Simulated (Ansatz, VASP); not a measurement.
AlN in VASP and in Ansatz

INCAR

```
ALGO     = Normal         # electronic algorithm
EDIFF    = 1E-7           # SCF threshold, eV
EDIFFG   = -0.002         # ionic threshold
ENCUT    = 600            # plane-wave cutoff, eV
GGA      = CA             # functional
GGA_COMPAT= False        
IBRION   = 2              # ionic algorithm
ISIF     = 3              # what is computed and relaxed
ISMEAR   = 0              # smearing method
LASPH    = True           # aspherical terms in the spheres
LCHARG   = False          # write CHGCAR
LREAL    = False          # projectors in reciprocal space
LWAVE    = False          # write WAVECAR
NELM     = 120            # most SCF steps
NELMIN   = 4            
NSW      = 100            # ionic steps
PREC     = Accurate       # precision mode
SIGMA    = 0.02           # smearing width, eV
```

The input KPOINTS:

```
k-points
0
Gamma
  10 10 10
```

The input POSCAR:

```
AlN
1.0
    0.0000000000      2.1839935600      2.1839935600
    2.1839935600      0.0000000000      2.1839935600
    2.1839935600      2.1839935600      0.0000000000
Al N
1 1
Direct
    0.0000000000      0.0000000000      0.0000000000
    0.2500000000      0.2500000000      0.2500000000
```

Input for Ansatz:

```yaml
crystal:
  lattice:
    - [0.0, 2.18399356, 2.18399356]
    - [2.18399356, 0.0, 2.18399356]
    - [2.18399356, 2.18399356, 0.0]
  atoms:
    - { symbol: Al, position: [0.0, 0.0, 0.0] }
    - { symbol: "N", position: [0.25, 0.25, 0.25] }
basis:
  ecutwfc: 420
kpoints:
  mp_grid: { grid: [10, 10, 10] }
hamiltonian:
  xc: lda
  pseudopotentials: { kind: paw, azcp: { folder: soft_1 } }
scf:
  occupations: { method: gaussian, width: 0.02 }
output:
  forces: true
  stress: true
  eigenvalues: true
relax:
  adjacent_minimum: "off"
  f_tol: 0.002
  max_steps: 80
  cell: { stress_tol: 0.02 }
```

Alike in both runs: task relaxation of cell and atoms; functional LDA; k mesh 10 × 10 × 10; occupations gaussian, width 0.02 eV; no spin polarisation.

|  | VASP | Ansatz |
| --- | --- | --- |
| version | VASP 6.6.1 | Ansatz 0.2.0 |
| potentials or method | VASP PAW LDA potentials, release 64 (Al, N), cutoff 600 eV | scalar-relativistic, plane waves, PAW |
| valence electrons in the cell | 8 | 8 |

|  | VASP | Ansatz | Ansatz less VASP |
| --- | --- | --- | --- |
| gap on the k mesh at the Fermi level, each at its own relaxed structure (eV) | 3.23 | 3.25 | +0.020 |
| relaxed volume (Å³/atom) | 10.26 | 10.23 | -0.028 |
| relaxed cell length with the largest relative difference (Å) | 3.073 | 3.070 | -0.0028 |

Ansatz warns that its potentials were made for another functional, while VASP's fit it. LDA's correlation is that of Perdew and Zunger in VASP and of Perdew and Wang (1992) in Ansatz.
